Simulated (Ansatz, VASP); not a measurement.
**Two plane-wave programs on AlN**

File POSCAR:

```
AlN
1.0
    0.0000000000      2.2268278375      2.2268278375
    2.2268278375      0.0000000000      2.2268278375
    2.2268278375      2.2268278375      0.0000000000
Al N
1 1
Direct
    0.0000000000      0.0000000000      0.0000000000
    0.2500000000      0.2500000000      0.2500000000
```

INCAR.step1

```
PREC = Accurate ; ENCUT = 520
EDIFF = 1E-5 ; ISMEAR = -1
SIGMA = 0.05 ; LREAL = False
LASPH = True ; NELM = 80
ALGO = Normal ; ISIF = 2
LWAVE = True ; LCHARG = False
NBANDS = 11 ; GGA = PE
```

File INCAR.step2:

```
PREC = Accurate ; ENCUT = 520
EDIFF = 1E-6 ; ISMEAR = -1
SIGMA = 0.05 ; LREAL = False
LASPH = True ; NELM = 80
ALGO = Normal ; ISIF = 2
LWAVE = False ; LCHARG = False
GGA = PE ; LHFCALC = True
AEXX = 1.0 ; ALDAC = 0.0
AGGAC = 0.0 ; PRECFOCK = Normal
NBANDS = 11 ; ISTART = 1
```

File KPOINTS:

```
Automatic mesh
0
Gamma
  5 5 5
```

File input.yaml:

```yaml
crystal:
  lattice:
    - [0.0, 2.2268278375, 2.2268278375]
    - [2.2268278375, 0.0, 2.2268278375]
    - [2.2268278375, 2.2268278375, 0.0]
  atoms:
    - { symbol: Al, position: [0.0, 0.0, 0.0] }
    - { symbol: "N", position: [0.25, 0.25, 0.25] }
hamiltonian:
  xc: hf
  pseudopotentials: { kind: paw }
kpoints:
  mp_grid: { grid: [5, 5, 5] }
scf:
  occupations: { method: fermi_dirac, width: 0.05 }
output:
  forces: true
  stress: true
  eigenvalues: true
  write_density: true
  write_potential: true
  elf: true
  volumetric_format: npy
```

Alike in both runs: task single point; functional HF; k mesh 5 × 5 × 5; occupations fermi-dirac, width 0.05 eV; no spin polarisation.

|  | VASP | Ansatz |
| --- | --- | --- |
| version | VASP 6.6.1 | Ansatz 0.2.0 |
| potentials or method | VASP PAW PBE potentials, release 64 (Al, N) | Ansatz PAW |
| plane-wave cutoff (eV) | 520 | 420 |
| valence electrons in the cell | 8 | 8 |

```csv
,VASP,Ansatz,Ansatz less VASP
gap on the k mesh at the Fermi level (eV),11.64,12.56,+0.923
least direct gap on the mesh (eV),11.64,12.83,+1.193
pressure (GPa),-13.1,-13.0,+0.16
```

VASP's potentials were made for PBE, not for HF. One of these differences is far larger than is usual between the two programs; its cause wasn't traced.

The k mesh is coarse, so the values compare programs but aren't converged. Noted on Ansatz's run: odd divisions of the mesh miss points on the zone boundary, where band edges often lie, so the gap on the mesh can be too wide.
